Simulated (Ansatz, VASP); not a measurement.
Two plane-wave programs on Mo

```xyz
1
Lattice="-1.5807 1.5807 1.5807 1.5807 -1.5807 1.5807 1.5807 1.5807 -1.5807" Properties=species:S:1:pos:R:3 pbc="T T T"
Mo    0.0000    0.0000    0.0000
```

Alike in both runs: functional PBE; k mesh 17 × 17 × 17; occupations methfessel-paxton of order 1, width 0.1 eV; no spin polarisation.

Ansatz relaxed the structure, and its values are those at the end. VASP's run is a single point on that final structure, the one shown.

```csv
,VASP,Ansatz
version,VASP 6.6.1,Ansatz 0.2.0
potentials or method,"VASP PAW PBE potentials, release 64 (Mo_sv), cutoff 520 eV",plane-wave PAW DFT
valence electrons in the cell,14,14
```

|  | VASP | Ansatz | Ansatz less VASP |
| --- | --- | --- | --- |
| pressure (GPa) | 0.5 | 0.0 | -0.50 |

With one functional, cell and mesh, what is left measures potentials, basis and numerics.
